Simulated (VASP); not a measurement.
A run of VASP 6.6.1:

The input POSCAR:

```
ZrS2
1.0
    3.6743990850      0.0000000000      0.0000000000
   -1.8371995425      3.1821229513      0.0000000000
    0.0000000000      0.0000000000      6.0325619624
Zr S
1 2
Direct
    0.0000000000      0.0000000000      0.0000000000
    0.3333333333      0.6666666667      0.2397614612
    0.6666666667      0.3333333333      0.7602385388
```

File INCAR.step1:

```
PREC = Accurate ; ENCUT = 550
ISMEAR = -1 ; SIGMA = 0.02
LREAL = False ; LASPH = True
NELM = 200 ; MAGMOM = 0 0 0 0 0 0 0 0 0
LSORBIT = True ; GGA_COMPAT = False
LMAXMIX = 4 ; NBANDS = 37
GGA = PE ; ALGO = Normal
EDIFF = 1E-5 ; LWAVE = True
LCHARG = False
```

The input INCAR.step2:

```
PREC = Accurate ; ENCUT = 550
EDIFF = 1E-6 ; ISMEAR = -1
SIGMA = 0.02 ; LREAL = False
LASPH = True ; NELM = 200
ALGO = Normal ; ISIF = 2
LWAVE = False ; LCHARG = False
MAGMOM = 0 0 0 0 0 0 0 0 0 ; LORBIT = 11
LSORBIT = True ; GGA_COMPAT = False
LORBMOM = True ; LMAXMIX = 4
METAGGA = R2SCAN ; LMIXTAU = True
NBANDS = 37 ; ISTART = 1
```

Contents of KPOINTS:

```
Automatic mesh
0
Gamma
  12 12 4
```

Potentials or basis: VASP PAW PBE potentials, release 64 (Zr_sv, S).

Command:

```bash
$ cat potpaw_PBE.64/Zr_sv/POTCAR potpaw_PBE.64/S/POTCAR > POTCAR
$ cp INCAR.step1 INCAR
$ mpirun -np 1 vasp_ncl > vasp.out
$ cp INCAR.step2 INCAR
$ mpirun -np 1 vasp_ncl > vasp.out
```

Hardware: 1 thread of Oxide Virtual Turin-like Processor, on a shared host.

Problem. How long does it take, and how much memory?

Solution. Wall time 28 min on 1 thread of Oxide Virtual Turin-like Processor (shared host), peak memory 0.55 GiB. Counts: k points 69.
